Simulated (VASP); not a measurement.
# ZnO (P6_3mc) in VASP: single point with PBEsol

Aim: the single point of ZnO with PBEsol.

Everything below comes from runs of VASP 6.6.1. Logs are shortened: lines on timing, memory, paths and dates and some standing lists are left out, and cuts for length are marked.

## 1. The cell of the first run

Symmetry: P6_3mc, No. 186, hexagonal system. The conventional cell has a = 3.249 Å, b = 3.249 Å, c = 5.206 Å, α = 90.00°, β = 90.00°, γ = 120.00°. Zn (site symmetry 3m) has 4 O at 1.97 to 1.98 Å within 2.6 Å. Within 2.6 Å of O (site symmetry 3m) lie 4 Zn at 1.97 to 1.98 Å.

## 2. Single point, PBEsol

Contents of INCAR:

```
SYSTEM = ZnO
PREC     = Accurate       ! precision mode
ENCUT    = 600            ! plane-wave cutoff, eV
EDIFF    = 1E-6           ! SCF threshold, eV
ISMEAR   = 0              ! smearing method
SIGMA    = 0.01           ! smearing width, eV
LREAL    = .FALSE.        ! projectors in reciprocal space
LASPH    = .TRUE.         ! aspherical terms in the spheres
NELM     = 120            ! most SCF steps
ALGO     = Normal         ! electronic algorithm
ISIF     = 2              ! what is computed and relaxed
LWAVE    = .FALSE.        ! write WAVECAR
LCHARG   = .TRUE.         ! write CHGCAR
GGA      = PS             ! functional
LELF     = .TRUE.         ! ELF
LVHAR    = .TRUE.       
NBANDS   = 26             ! bands
GGA_COMPAT= .FALSE.
```

Contents of KPOINTS:

```
Automatic mesh
0
G
  5 5 3
  0 0 0
```

Contents of POSCAR:

```
ZnO
1.0
    3.2493100000      0.0000000000      0.0000000000
   -1.6246550000      2.8139850048      0.0000000000
    0.0000000000      0.0000000000      5.2057100000
Zn O
2 2
Direct
    0.3333333333      0.6666666667      0.5000000000
    0.6666666667      0.3333333333      0.0000000000
    0.6666666667      0.3333333333      0.3790100000
    0.3333333333      0.6666666667      0.8790100000
```

Potentials or basis: VASP PAW PBE potentials, release 64 (Zn, O).

The run is started by

```console
> cat potpaw_PBE.64/Zn/POTCAR potpaw_PBE.64/O/POTCAR > POTCAR
> mpirun -np 1 vasp_std > vasp.out
```

OUTCAR:

```text
SYSTEM = ZnO
   PREC = Accurate
   ENCUT = 600
   EDIFF = 1E-6
   ISMEAR = 0
   LREAL = .FALSE.
   LASPH = .TRUE.
   NELM = 120
   ISIF = 2
   GGA = PS

 ion  position               nearest neighbor table
   1  0.333  0.667  0.500-   4 1.97   3 1.98   3 1.98   3 1.98
   2  0.667  0.333  0.000-   3 1.97   4 1.98   4 1.98   4 1.98
   3  0.667  0.333  0.379-   2 1.97   1 1.98   1 1.98   1 1.98
   4  0.333  0.667  0.879-   1 1.97   2 1.98   2 1.98   2 1.98

  LATTYP: Found a hexagonal cell.
 ALAT       =     3.2493100000
 C/A-ratio  =     1.6020970606

  Lattice vectors:

 A1 = (   3.2493100000,   0.0000000000,   0.0000000000)
 A2 = (  -1.6246550000,   2.8139850048,   0.0000000000)
 A3 = (   0.0000000000,   0.0000000000,   5.2057100000)

Analysis of symmetry for initial positions (statically):
=====================================================================
 Subroutine PRICEL returns:
 Original cell was already a primitive cell.

 Routine SETGRP: Setting up the symmetry group for a
 hexagonal supercell.

 Subroutine GETGRP returns: Found 12 space group operations
 (whereof  6 operations were pure point group operations)
 out of a pool of 24 trial point group operations.

The static configuration has the point symmetry C_3v.
 The point group associated with its full space group is C_6v.

Analysis of symmetry for dynamics (positions and initial velocities):
=====================================================================
 Subroutine PRICEL returns:
 Original cell was already a primitive cell.

 Routine SETGRP: Setting up the symmetry group for a
 hexagonal supercell.

 Subroutine GETGRP returns: Found 12 space group operations
 (whereof  6 operations were pure point group operations)
 out of a pool of 24 trial point group operations.

The dynamic configuration has the point symmetry C_3v.
 The point group associated with its full space group is C_6v.

 Subroutine INISYM returns: Found 12 space group operations
 (whereof  6 operations are pure point group operations),
 and found     1 'primitive' translations

----------------------------------------------------------------------------------------

                                     Primitive cell

  volume of cell :      47.5985

  direct lattice vectors                    reciprocal lattice vectors
     3.249310000  0.000000000  0.000000000     0.307757647  0.177683960  0.000000000
    -1.624655000  2.813985005  0.000000000     0.000000000  0.355367921  0.000000000
     0.000000000  0.000000000  5.205710000     0.000000000  0.000000000  0.192096755

  length of vectors
     3.249310000  3.249310000  5.205710000     0.355367921  0.355367921  0.192096755

  position of ions in fractional coordinates (direct lattice)
     0.333333333  0.666666667  0.500000000
     0.666666667  0.333333333  0.000000000
     0.666666667  0.333333333  0.379010000
     0.333333333  0.666666667  0.879010000

  ion indices of the primitive-cell ions
   primitive index   ion index
                 1           1
                 2           2
                 3           3
                 4           4

----------------------------------------------------------------------------------------

 KPOINTS: Automatic mesh

Automatic generation of k-mesh.
 Grid dimensions read from file:
 generate k-points for:    5    5    3

 Generating k-lattice:

  Cartesian coordinates                     Fractional coordinates (reciprocal lattice)
     0.061551529  0.035536792  0.000000000     0.200000000  0.000000000  0.000000000
     0.000000000  0.071073584  0.000000000     0.000000000  0.200000000  0.000000000
     0.000000000  0.000000000  0.064032252     0.000000000  0.000000000  0.333333333

  Length of vectors
     0.071073584  0.071073584  0.064032252

  Shift w.r.t. Gamma in fractional coordinates (k-lattice)
     0.000000000  0.000000000  0.000000000

 Subroutine IBZKPT returns following result:
 ===========================================

 Found     10 irreducible k-points:

 Following reciprocal coordinates:
            Coordinates               Weight
  0.000000  0.000000  0.000000      1.000000
  0.200000  0.000000  0.000000      6.000000
  0.400000 -0.000000  0.000000      6.000000
  0.200000  0.200000  0.000000      6.000000
  0.400000  0.200000  0.000000      6.000000
  0.000000  0.000000  0.333333      2.000000
  0.200000  0.000000  0.333333     12.000000
  0.400000 -0.000000  0.333333     12.000000
  0.200000  0.200000  0.333333     12.000000
  0.400000  0.200000  0.333333     12.000000
   k-points           NKPTS =     10   k-points in BZ     NKDIM =     10   number of bands    NBANDS=     26
   number of dos      NEDOS =    301   number of ions     NIONS =      4
   total plane-waves  NPLWV =  32928
   dimension x,y,z NGX =    28 NGY =   28 NGZ =   42
   dimension x,y,z NGXF=    56 NGYF=   56 NGZF=   84
   ions per type =               2   2
   NGX,Y,Z   is equivalent  to a cutoff of  14.33, 14.33, 13.41 a.u.
   NGXF,Y,Z  is equivalent  to a cutoff of  28.65, 28.65, 26.83 a.u.
 SYSTEM =  ZnO
   PREC   = accura    normal or accurate (medium, high low for compatibility)
   ISTART =      0    job   : 0-new  1-cont  2-samecut
   ICHARG =      2    charge: 1-file 2-atom 10-const
   ISPIN  =      1    spin polarized calculation?
   LNONCOLLINEAR =      F non collinear calculations
   LSORBIT =      F    spin-orbit coupling
   LASPH  =      T    aspherical Exc in radial PAW
   ENCUT  =  600.0 eV  44.10 Ry    6.64 a.u.   6.49  6.49 10.40*2*pi/ulx,y,z
   NELM   =    120;   NELMIN=  2; NELMDL= -5     # of ELM steps
   EDIFF  = 0.1E-05   stopping-criterion for ELM
   LREAL  =      F    real-space projection
   EDIFFG = 0.1E-04   stopping-criterion for IOM
   NSW    =      0    number of steps for IOM
   IBRION =     -1    ionic relax: 0-MD 1-quasi-New 2-CG
   NFREE  =      0    steps in history (QN), initial steepest desc. (CG)
   ISIF   =      2    stress and relaxation
   ISYM   =      2    0-nonsym 1-usesym 2-fastsym
   POTIM  = 0.5000    time-step for ionic-motion
   TEBEG  =    0.0;   TEEND  =   0.0 temperature during run
   PSTRESS=    0.0 pullay stress
   NELECT =      36.0000    total number of electrons
   NUPDOWN=      -1.0000    fix difference up-down
   EMIN   =  10.00;   EMAX   =-10.00  energy-range for DOS
   EFERMI =   0.00;   METHOD = LEGACY
   ISMEAR =     0;   SIGMA  =   0.01  broadening in eV -4-tet -1-fermi 0-gaus
   EFERMI_NEDOS =   21; number of points for ismear=-14 and -15
   IALGO  =     38    algorithm
   IMIX   =      4    mixing-type and parameters
     AMIX     =   0.40;   BMIX     =  1.00
     AMIX_MAG =   1.60;   BMIX_MAG =  1.00
  volume/ion in A,a.u.               =      11.90        80.30
  Fermi-wavevector in a.u.,A,eV,Ry     =   1.491574  2.818665 30.270132  2.224792
  Thomas-Fermi vector in A             =   2.604211
   LORBIT       =      0    0 simple, 1 ext, 2 COOP (PROOUT), +10 PAW based schemes
   GGA     = PS    functional components
   LHFCALC =     F    Hartree Fock is set to
   AEXX    =    0.0000 exact exchange contribution
   IVDW    =     0    specifies the selected vdW correction
   LEPSILON=     F    determine dielectric tensor
   LRPA    =     F    only Hartree local field effects (RPA)
 non-spin polarized calculation
 Gauss-broadening in eV      SIGMA  =   0.01
  energy-cutoff  :      600.00
  volume of cell :       47.60
 maximum number of plane-waves:      1605
 NGX is ok and might be reduce to    28
   NGX = 13   NGY = 13   NGZ = 21

 number of electron      36.0000008 magnetization

 Free energy of the ion-electron system (eV)
  ---------------------------------------------------
  ext. energy  EPLUGINS =         0.00000000
  ---------------------------------------------------
  free energy    TOTEN  =       -19.40555009 eV

  energy without entropy =      -19.40555009  energy(sigma->0) =      -19.40555009

 E-fermi :   1.1703     XC(G=0): -11.1837

 val. band max:        1.0516743607   @ k =   0.0000   0.0000   0.0000
 cond. band min:       1.7336748780   @ k =   0.0000   0.0000   0.0000
 fundamental gap:      0.6820005173
 Fermi energy:         1.1702822691

 k-point     1 :       0.0000    0.0000    0.0000
  band No.  band energies     occupation
      1     -16.9864      2.00000
      2     -16.2342      2.00000
      3      -4.6564      2.00000
      4      -4.6564      2.00000
      5      -4.6556      2.00000
      6      -4.6174      2.00000
[... 18 lines left out ...]
     25      15.0531      0.00000
     26      15.0531      0.00000

 k-point     2 :       0.2000    0.0000    0.0000
  band No.  band energies     occupation
      1     -16.7771      2.00000
      2     -16.1489      2.00000
      3      -4.8692      2.00000
      4      -4.5595      2.00000
      5      -4.5473      2.00000
      6      -4.4627      2.00000
[... 18 lines left out ...]
     25      14.6793      0.00000
     26      15.2174      0.00000

 k-point     3 :       0.4000   -0.0000    0.0000
  band No.  band energies     occupation
      1     -16.3748      2.00000
      2     -16.0518      2.00000
      3      -4.9726      2.00000
      4      -4.6700      2.00000
      5      -4.4192      2.00000
      6      -4.1515      2.00000
[... 18 lines left out ...]
     25      14.2009      0.00000
     26      15.0661      0.00000

 k-point     4 :       0.2000    0.2000    0.0000
  band No.  band energies     occupation
      1     -16.4659      2.00000
      2     -16.0605      2.00000
      3      -4.8333      2.00000
      4      -4.6862      2.00000
      5      -4.3952      2.00000
      6      -4.3167      2.00000
[... 18 lines left out ...]
     25      12.9387      0.00000
     26      15.8913      0.00000

 k-point     5 :       0.4000    0.2000    0.0000
  band No.  band energies     occupation
      1     -16.2084      2.00000
      2     -16.0635      2.00000
      3      -4.7645      2.00000
      4      -4.4332      2.00000
      5      -4.3349      2.00000
      6      -4.1940      2.00000
[... 18 lines left out ...]
     25      13.5804      0.00000
     26      14.2320      0.00000

 k-point     6 :       0.0000    0.0000    0.3333
  band No.  band energies     occupation
      1     -16.8064      2.00000
      2     -16.4305      2.00000
      3      -4.8975      2.00000
      4      -4.8008      2.00000
      5      -4.6271      2.00000
      6      -4.6271      2.00000
[... 18 lines left out ...]
     25      14.4327      0.00000
     26      14.4327      0.00000

 k-point     7 :       0.2000    0.0000    0.3333
  band No.  band energies     occupation
      1     -16.6231      2.00000
      2     -16.3087      2.00000
      3      -4.9834      2.00000
      4      -4.9087      2.00000
      5      -4.5014      2.00000
      6      -4.4982      2.00000
[... 18 lines left out ...]
     25      14.1720      0.00000
     26      14.6546      0.00000

 k-point     8 :       0.4000   -0.0000    0.3333
  band No.  band energies     occupation
      1     -16.2885      2.00000
      2     -16.1264      2.00000
      3      -5.0989      2.00000
      4      -4.9886      2.00000
      5      -4.3215      2.00000
      6      -4.2148      2.00000
[... 18 lines left out ...]
     25      14.3760      0.00000
     26      14.8111      0.00000

 k-point     9 :       0.2000    0.2000    0.3333
  band No.  band energies     occupation
      1     -16.3608      2.00000
      2     -16.1575      2.00000
      3      -4.9827      2.00000
      4      -4.9020      2.00000
      5      -4.4083      2.00000
      6      -4.3967      2.00000
[... 18 lines left out ...]
     25      13.5538      0.00000
     26      15.6214      0.00000

 k-point    10 :       0.4000    0.2000    0.3333
  band No.  band energies     occupation
      1     -16.1641      2.00000
      2     -16.0913      2.00000
      3      -4.8661      2.00000
      4      -4.7749      2.00000
      5      -4.4417      2.00000
      6      -4.2229      2.00000
[... 18 lines left out ...]
     25      14.7186      0.00000
     26      15.4505      0.00000

------------------------ aborting loop because EDIFF is reached ----------------------------------------

  FORCE on cell =-STRESS in cart. coord.  units (eV):
  Direction    XX          YY          ZZ          XY          YZ          ZX
  --------------------------------------------------------------------------------------
  -------------------------------------------------------------------------------------
  Total       -0.3946035     -0.3946035      0.0923118      0.0000000      0.0000000      0.0000000
  in kB      -13.2824645    -13.2824645      3.1072414      0.0000000      0.0000000      0.0000000
  external PRESSURE =      -7.8192292 kB  Pullay stress =       0.0000000 kB

 VOLUME and BASIS-vectors are now :
 -----------------------------------------------------------------------------
  energy-cutoff  :      600.00
  volume of cell :       47.60
      direct lattice vectors                 reciprocal lattice vectors
     3.249310000  0.000000000  0.000000000     0.307757647  0.177683960  0.000000000
    -1.624655000  2.813985005  0.000000000     0.000000000  0.355367921  0.000000000
     0.000000000  0.000000000  5.205710000     0.000000000  0.000000000  0.192096755

 POSITION                                       TOTAL-FORCE (eV/Angst)
 -----------------------------------------------------------------------------------
     -0.00000      1.87599      2.60285        -0.000000      0.000000     -0.065018
      1.62466      0.93800      0.00000         0.000000     -0.000000     -0.065018
      1.62466      0.93800      1.97302        -0.000000     -0.000000      0.065018
     -0.00000      1.87599      4.57587         0.000000      0.000000      0.065018
 -----------------------------------------------------------------------------------
    total drift:                                0.000000      0.000000     -0.000682

  FREE ENERGIE OF THE ION-ELECTRON SYSTEM (eV)
  ---------------------------------------------------
  free  energy   TOTEN  =       -19.4055500939 eV

  energy  without entropy=      -19.4055500939  energy(sigma->0) =      -19.40555009
```

Wall time 32 s (1 thread of Intel Xeon 8259CL, shared host); peak memory 0.17 GiB.

What came out:

```yaml
Free_energy: -19.4056 eV
Pressure: -0.8 GPa
Largest_force: 0.065 eV/Å
Band_gap_on_the_k_mesh: 0.68 eV
```

Forces in eV/Å, atoms in the order of the input:
```
Zn   0.000  0.000 -0.065
Zn   0.000  0.000 -0.065
O    0.000  0.000  0.065
O    0.000  0.000  0.065
```

Caveat: the k points lie up to 0.45 Å⁻¹ apart; semilocal functionals underestimate gaps, and a narrow one can read as zero; the PAW data sets were made with another functional, which shifts forces and pressure a little. Expect the measured gap to be larger: semilocal functionals such as PBEsol lack the derivative discontinuity.
